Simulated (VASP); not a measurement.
# PtS2 (P-3m1) in VASP: further runs

The runs below take PtS2 through single point, with PBEsol.

All numbers are computed with VASP 6.6.1; they aren't measurements. Logs are shortened: lines on timing, memory, paths and dates and some standing lists are left out, and cuts for length are marked.

### 1 The cell of the first run

The structure is trigonal, space group P-3m1 (No. 164). The conventional cell has a = 3.543 Å, b = 3.543 Å, c = 5.039 Å, α = 90.00°, β = 90.00°, γ = 120.00°. Pt (site symmetry -3m) has 6 S at 2.40 Å within 3.2 Å. S (site symmetry 3m) has 3 Pt at 2.40 Å and 6 S at 3.25 Å within 3.3 Å.

### 2 Single point, PBEsol

Contents of INCAR:

```
SYSTEM = PtS2
PREC     = Accurate       ! precision mode
ENCUT    = 520            ! plane-wave cutoff, eV
EDIFF    = 1E-7           ! SCF threshold, eV
ISMEAR   = 0              ! smearing method
SIGMA    = 0.05           ! smearing width, eV
LREAL    = .False.        ! projectors in reciprocal space
LASPH    = .True.         ! aspherical terms in the spheres
NELM     = 100            ! most SCF steps
ALGO     = Normal         ! electronic algorithm
ISIF     = 2              ! what is computed and relaxed
LWAVE    = .False.        ! write WAVECAR
LCHARG   = .True.         ! write CHGCAR
GGA      = PS             ! functional
LELF     = .True.         ! ELF
LVHAR    = .True.       
NBANDS   = 31             ! bands
```

Contents of KPOINTS:

```
regular mesh
0
Gamma
  7 7 3
  0 0 0
```

Contents of POSCAR:

```
PtS2
1.0
    3.5431995400      0.0000000000      0.0000000000
   -1.7715997700      3.0685008100      0.0000000000
    0.0000000000      0.0000000000     10.0776001800
Pt S
2 4
Direct
    0.0000000000      0.0000000000      0.0000000000
    0.0000000000      0.0000000000      0.5000000000
    0.3333333333      0.6666666667      0.1250000000
    0.6666666667      0.3333333333      0.3750000000
    0.3333333333      0.6666666667      0.6250000000
    0.6666666667      0.3333333333      0.8750000000
```

Potentials or basis: VASP PAW PBE potentials, release 64 (Pt, S).

On the command line:

```
$ cat potpaw_PBE.64/Pt/POTCAR potpaw_PBE.64/S/POTCAR > POTCAR
$ mpirun -np 1 vasp_std > vasp.out
```

OUTCAR:

```text
SYSTEM = PtS2
   PREC = Accurate
   ENCUT = 520
   EDIFF = 1E-7
   ISMEAR = 0
   LREAL = .False.
   LASPH = .True.
   NELM = 100
   ISIF = 2
   GGA = PS

 ion  position               nearest neighbor table
   1  0.000  0.000  0.000-   3 2.40   6 2.40   6 2.40   3 2.40   6 2.40   3 2.40
   2  0.000  0.000  0.500-   5 2.40   4 2.40   5 2.40   4 2.40   4 2.40   5 2.40
   3  0.333  0.667  0.125-   1 2.40   1 2.40   1 2.40
   4  0.667  0.333  0.375-   2 2.40   2 2.40   2 2.40
   5  0.333  0.667  0.625-   2 2.40   2 2.40   2 2.40
   6  0.667  0.333  0.875-   1 2.40   1 2.40   1 2.40

  LATTYP: Found a hexagonal cell.
 ALAT       =     3.5431995400
 C/A-ratio  =     2.8442090450

  Lattice vectors:

 A1 = (   3.5431995400,   0.0000000000,   0.0000000000)
 A2 = (  -1.7715997700,   3.0685008100,   0.0000000000)
 A3 = (   0.0000000000,   0.0000000000,  10.0776001800)

Analysis of symmetry for initial positions (statically):
=====================================================================
 Subroutine PRICEL returns following result:

  LATTYP: Found a hexagonal cell.
 ALAT       =     3.5431995400
 C/A-ratio  =     1.4221045225

  Lattice vectors:

 A1 = (   3.5431995400,   0.0000000000,   0.0000000000)
 A2 = (  -1.7715997700,   3.0685008100,   0.0000000000)
 A3 = (   0.0000000000,   0.0000000000,   5.0388000900)

   2 primitive cells build up your supercell.

 Routine SETGRP: Setting up the symmetry group for a
 hexagonal supercell.

 Subroutine GETGRP returns: Found 12 space group operations
 (whereof 12 operations were pure point group operations)
 out of a pool of 24 trial point group operations.

The static configuration has the point symmetry D_3d.

Analysis of symmetry for dynamics (positions and initial velocities):
=====================================================================
 Subroutine PRICEL returns following result:

  LATTYP: Found a hexagonal cell.
 ALAT       =     3.5431995400
 C/A-ratio  =     1.4221045225

  Lattice vectors:

 A1 = (   3.5431995400,   0.0000000000,   0.0000000000)
 A2 = (  -1.7715997700,   3.0685008100,   0.0000000000)
 A3 = (   0.0000000000,   0.0000000000,   5.0388000900)

   2 primitive cells build up your supercell.

 Routine SETGRP: Setting up the symmetry group for a
 hexagonal supercell.

 Subroutine GETGRP returns: Found 12 space group operations
 (whereof 12 operations were pure point group operations)
[... 98 lines left out ...]
   NELM   =    100;   NELMIN=  2; NELMDL= -5     # of ELM steps
   EDIFF  = 0.1E-06   stopping-criterion for ELM
   LREAL  =      F    real-space projection
   EDIFFG = 0.1E-05   stopping-criterion for IOM
   NSW    =      0    number of steps for IOM
   IBRION =     -1    ionic relax: 0-MD 1-quasi-New 2-CG
   NFREE  =      0    steps in history (QN), initial steepest desc. (CG)
   ISIF   =      2    stress and relaxation
   ISYM   =      2    0-nonsym 1-usesym 2-fastsym
   POTIM  = 0.5000    time-step for ionic-motion
   TEBEG  =    0.0;   TEEND  =   0.0 temperature during run
   PSTRESS=    0.0 pullay stress
   NELECT =      44.0000    total number of electrons
   NUPDOWN=      -1.0000    fix difference up-down
   EMIN   =  10.00;   EMAX   =-10.00  energy-range for DOS
   EFERMI =   0.00;   METHOD = LEGACY
   ISMEAR =     0;   SIGMA  =   0.05  broadening in eV -4-tet -1-fermi 0-gaus
   EFERMI_NEDOS =   21; number of points for ismear=-14 and -15
   IALGO  =     38    algorithm
   IMIX   =      4    mixing-type and parameters
     AMIX     =   0.40;   BMIX     =  1.00
     AMIX_MAG =   1.60;   BMIX_MAG =  1.00
  volume/ion in A,a.u.               =      18.26       123.23
  Fermi-wavevector in a.u.,A,eV,Ry     =   1.207812  2.282434 19.848318  1.458810
  Thomas-Fermi vector in A             =   2.343439
   LORBIT       =      0    0 simple, 1 ext, 2 COOP (PROOUT), +10 PAW based schemes
   GGA     = PS    functional components
   LHFCALC =     F    Hartree Fock is set to
   AEXX    =    0.0000 exact exchange contribution
   IVDW    =     0    specifies the selected vdW correction
   LEPSILON=     F    determine dielectric tensor
   LRPA    =     F    only Hartree local field effects (RPA)
 non-spin polarized calculation
 Gauss-broadening in eV      SIGMA  =   0.05
  energy-cutoff  :      520.00
  volume of cell :      109.57
 maximum number of plane-waves:      3013
 NGX is ok and might be reduce to    28
   NGX = 13   NGY = 13   NGZ = 37

 number of electron      44.0000000 magnetization

 Free energy of the ion-electron system (eV)
  ---------------------------------------------------
  ext. energy  EPLUGINS =         0.00000000
  ---------------------------------------------------
  free energy    TOTEN  =       -33.92733688 eV

  energy without entropy =      -33.92733688  energy(sigma->0) =      -33.92733688

 E-fermi :   6.9765     XC(G=0): -10.8852

 val. band max:        6.7932270451   @ k =   0.0000   0.0000   0.0000
 cond. band min:       7.1714904474   @ k =   0.2857   0.0000   0.3333
 fundamental gap:      0.3782634023
 Fermi energy:         6.9765248536

 k-point     1 :       0.0000    0.0000    0.0000
  band No.  band energies     occupation
      1      -8.5014      2.00000
      2      -8.0035      2.00000
      3      -6.6415      2.00000
      4      -5.6353      2.00000
      5      -0.3465      2.00000
      6       0.2948      2.00000
[... 669 lines left out ...]
     30      14.6671      0.00000
     31      14.6684      0.00000

------------------------ aborting loop because EDIFF is reached ----------------------------------------

  FORCE on cell =-STRESS in cart. coord.  units (eV):
  Direction    XX          YY          ZZ          XY          YZ          ZX
  --------------------------------------------------------------------------------------
  -------------------------------------------------------------------------------------
  Total       -1.6058177     -1.6058177     -3.1608438      0.0000000     -0.0000000      0.0000000
  in kB      -23.4816080    -23.4816079    -46.2205003      0.0000000     -0.0000000      0.0000000
  external PRESSURE =     -31.0612387 kB  Pullay stress =       0.0000000 kB

 VOLUME and BASIS-vectors are now :
 -----------------------------------------------------------------------------
  energy-cutoff  :      520.00
  volume of cell :      109.57
      direct lattice vectors                 reciprocal lattice vectors
     3.543199540  0.000000000  0.000000000     0.282230789  0.162946022  0.000000000
    -1.771599770  3.068500810  0.000000000     0.000000000  0.325892044  0.000000000
     0.000000000  0.000000000 10.077600180     0.000000000  0.000000000  0.099229974

 POSITION                                       TOTAL-FORCE (eV/Angst)
 -----------------------------------------------------------------------------------
      0.00000      0.00000      0.00000        -0.000000      0.000000      0.000000
      0.00000      0.00000      5.03880        -0.000000      0.000000      0.000000
     -0.00000      2.04567      1.25970         0.000000      0.000000     -0.591047
      1.77160      1.02283      3.77910         0.000000      0.000000      0.591047
     -0.00000      2.04567      6.29850        -0.000000     -0.000000     -0.591047
      1.77160      1.02283      8.81790        -0.000000     -0.000000      0.591047
 -----------------------------------------------------------------------------------
    total drift:                               -0.000000     -0.000000      0.000000

  FREE ENERGIE OF THE ION-ELECTRON SYSTEM (eV)
  ---------------------------------------------------
  free  energy   TOTEN  =       -33.9273368764 eV

  energy  without entropy=      -33.9273368758  energy(sigma->0) =      -33.92733688
```

OSZICAR:

```text
N       E                     dE             d eps       ncg     rms          rms(c)
DAV:   1     0.243988505275E+03    0.24399E+03   -0.20590E+04  1240   0.128E+03
DAV:   2    -0.207196855737E+02   -0.26471E+03   -0.25278E+03  1504   0.254E+02
DAV:   3    -0.362998783245E+02   -0.15580E+02   -0.15277E+02  1516   0.606E+01
DAV:   4    -0.365758162229E+02   -0.27594E+00   -0.27538E+00  1532   0.907E+00
DAV:   5    -0.365813360849E+02   -0.55199E-02   -0.55188E-02  1549   0.126E+00    0.250E+01
DAV:   6    -0.344789323945E+02    0.21024E+01   -0.12525E+01  1262   0.275E+01    0.168E+01
DAV:   7    -0.340157004777E+02    0.46323E+00   -0.29354E+00  1282   0.144E+01    0.647E+00
DAV:   8    -0.339418144505E+02    0.73886E-01   -0.21896E-01  1506   0.285E+00    0.179E+00
DAV:   9    -0.339268278110E+02    0.14987E-01   -0.41310E-02  1387   0.164E+00    0.365E-01
DAV:  10    -0.339272783379E+02   -0.45053E-03   -0.60237E-03  1513   0.401E-01    0.222E-01
DAV:  11    -0.339273685927E+02   -0.90255E-04   -0.29822E-04  1538   0.116E-01    0.778E-02
DAV:  12    -0.339273373171E+02    0.31276E-04   -0.12598E-04  1537   0.986E-02    0.403E-02
DAV:  13    -0.339273366175E+02    0.69955E-06   -0.10291E-05  1471   0.180E-02    0.168E-02
DAV:  14    -0.339273368752E+02   -0.25764E-06   -0.46305E-06  1513   0.944E-03    0.363E-03
DAV:  15    -0.339273368764E+02   -0.12083E-08   -0.18801E-07  1104   0.270E-03
   1 F= -.33927337E+02 E0= -.33927337E+02  d E =-.566616E-09
```

stdout:

```text
POSCAR found type information on POSCAR PtS
 POSCAR found :  2 types and       6 ions
 scaLAPACK will be used
 -----------------------------------------------------------------------------
|                                                                             |
|                                                                             |
|     You enforced a specific xc type in the INCAR file but a different       |
|     I HOPE YOU KNOW WHAT YOU ARE DOING!                                     |
|                                                                             |
 -----------------------------------------------------------------------------

 LDA part: xc-table for (Slater+PW92), standard interpolation
 POSCAR, INCAR and KPOINTS ok, starting setup
 FFT: planning ... GRIDC
 FFT: planning ... GRID_SOFT
 FFT: planning ... GRID
 WAVECAR not read
 entering main loop
```

Wall time 1.8 min (1 thread of AMD EPYC 7R13, shared host); peak memory 0.23 GiB.

Results:

```
Free energy            : -33.9273 eV
Pressure               : -3.1 GPa
Largest force          : 0.591 eV/Å
Band gap on the k mesh : 0.38 eV
```

Forces in eV/Å, atoms in the order of the input:
```
Pt   0.000  0.000  0.000
Pt   0.000  0.000  0.000
S    0.000  0.000 -0.591
S    0.000  0.000  0.591
S    0.000  0.000 -0.591
S    0.000  0.000  0.591
```

Caveat: the cell stands under tension; the PAW data sets were made with another functional, which shifts forces and pressure a little; spin-orbit coupling is left out, which moves the levels of the heavy elements; an odd mesh through Γ misses points on the zone boundary, where band edges can lie.

### 3 Single point, PBEsol, collinear spin

Contents of INCAR:

```
SYSTEM = PtS2
PREC = Accurate ; ENCUT = 520
EDIFF = 1E-7 ; ISMEAR = 0
SIGMA = 0.05 ; LREAL = .False.
LASPH = .True. ; NELM = 150
ALGO = Normal ; ISIF = 2
LWAVE = .False. ; LCHARG = .True.
ISPIN = 2 ; MAGMOM = 4 4 0 0 0 0
LORBIT = 11 ; LMAXMIX = 4
GGA = PS ; LELF = .True.
LVHAR = .True. ; NBANDS = 35
```

KPOINTS is that of step 2.

POSCAR is that of step 2.

Potentials or basis: VASP PAW PBE potentials, release 64 (Pt, S).

On the command line:

```
$ cat potpaw_PBE.64/Pt/POTCAR potpaw_PBE.64/S/POTCAR > POTCAR
$ mpirun -np 1 vasp_std > vasp.out
```

Wall time 4.4 min (1 thread of AMD EPYC 7R13, shared host); peak memory 0.31 GiB.

The run converged. Its results:

```
Free energy                                           : -33.9273 eV
Pressure                                              : -3.1 GPa
Largest force                                         : 0.591 eV/Å
Band gap on the k mesh                                : 0.38 eV
Net moment                                            : 0.00 μB per cell
Valence electrons inside the program's atomic spheres : Pt 9.41; S 3.60
```

Forces in eV/Å, atoms in the order of the input:
```
Pt   0.000  0.000  0.000
Pt   0.000  0.000  0.000
S    0.000  0.000 -0.591
S    0.000  0.000  0.591
S    0.000  0.000 -0.591
S    0.000  0.000  0.591
```

Stress tensor (GPa, compression positive):
```
-2.34  0.00  0.00
 0.00 -2.34  0.00
 0.00  0.00 -4.61
```

Levels at points of the mesh, in eV from the valence-band top:
Spin up:
| k point | band 20 | band 21 | band 22 | band 23 | band 24 | band 25 |
| --- | --- | --- | --- | --- | --- | --- |
| (0.00, 0.00, 0.00) | -1.13 | -1.13 | 0.00 | 1.74 | 1.74 | 2.42 |
Spin down:
```
           k point  band 20  band 21  band 22  band 23  band 24  band 25
(0.00, 0.00, 0.00)    -1.13    -1.13     0.00     1.74     1.74     2.42
```

Caveat: the cell stands under tension; the PAW data sets were made with another functional, which shifts forces and pressure a little; spin-orbit coupling is left out, which moves the levels of the heavy elements; an odd mesh through Γ misses points on the zone boundary, where band edges can lie.
